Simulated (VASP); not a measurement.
Wanted: the native input for a VASP 6.6.1 run.

- Task: single point
- Functional: LDA
- Potentials or basis: VASP PAW LDA potentials, release 64 (Ti_sv, Sb, Li_sv)
- Cutoff: 520 eV
- k mesh: 3 × 3 × 3
- Occupations: fermi-dirac, width 0.1 eV
- Spin: no spin polarisation
- Dipole correction: no
- Further INCAR settings: ALGO = Normal; EDIFF = 1e-06; NBANDS = 58

The structure of LiTi4Sb8 (a cell with a defect) lies in POSCAR:

```
LiTi4Sb8
1.0
    6.7029110000      0.0000000000      0.0000000000
    0.0000000000      6.7029110000      0.0000000000
    0.0000000000      0.0000000000      5.7959770000
Ti Sb Li
4 8 1
Direct
    0.0144862434      0.0004326478      0.1642863662
    0.0210057988     -0.0231839569      0.7304549345
    0.5100172149      0.4834914263      0.7703791785
    0.5208930866      0.5259505907      0.2364743683
    0.3265297719      0.1459365938      0.5165997036
    0.8919109921      0.3333924619      0.4460852760
    0.1710301688      0.4066889744     -0.0218772435
    0.5990233199      0.1649730990      0.0666324245
    0.8305943492      0.6207153877      0.0033644026
    0.3398523418      0.8709947066     -0.0071946455
    0.6481064719      0.8214639878      0.5025037194
    0.1634364532      0.6412288631      0.4974139821
    0.6856424022      0.1449668659      0.6497610325
```

One way to write it, as run:

INCAR

```
SYSTEM = LiTi4Sb8
PREC     = Accurate       ! precision mode
ENCUT    = 520            ! plane-wave cutoff, eV
EDIFF    = 1E-6           ! SCF threshold, eV
ISMEAR   = -1             ! smearing method
SIGMA    = 0.1            ! smearing width, eV
LREAL    = .FALSE.        ! projectors in reciprocal space
LASPH    = .TRUE.         ! aspherical terms in the spheres
NELM     = 80             ! most SCF steps
ALGO     = Normal         ! electronic algorithm
ISIF     = 2              ! what is computed and relaxed
LWAVE    = .FALSE.        ! write WAVECAR
LCHARG   = .TRUE.         ! write CHGCAR
GGA      = CA             ! functional
LELF     = .TRUE.         ! ELF
LVHAR    = .TRUE.       
NBANDS   = 58             ! bands
```

KPOINTS

```
Automatic mesh
0
G
  3 3 3
  0 0 0
```

Potentials or basis: VASP PAW LDA potentials, release 64 (Ti_sv, Sb, Li_sv).

Command:

```console
$ cat potpaw_LDA.64/Ti_sv/POTCAR potpaw_LDA.64/Sb/POTCAR potpaw_LDA.64/Li_sv/POTCAR > POTCAR
$ mpirun -np 1 vasp_std > vasp.out
```

Results of the run:

```yaml
Largest_force: 3.003 eV/Å
Band_gap_on_the_k_mesh: zero (an odd number of electrons rules out a gap without spin polarisation)
```

Caveat: the k points lie up to 0.36 Å⁻¹ apart, too coarse for converged energies and pressures of a metal; spin-orbit coupling is left out, which moves the levels of the heavy elements.

It took 6.6 min on 1 thread of Intel(R) Xeon(R) Platinum 8259CL CPU @ 2.50GHz (Skylake/Cascade Lake), on a shared host, peak memory 0.37 GiB.
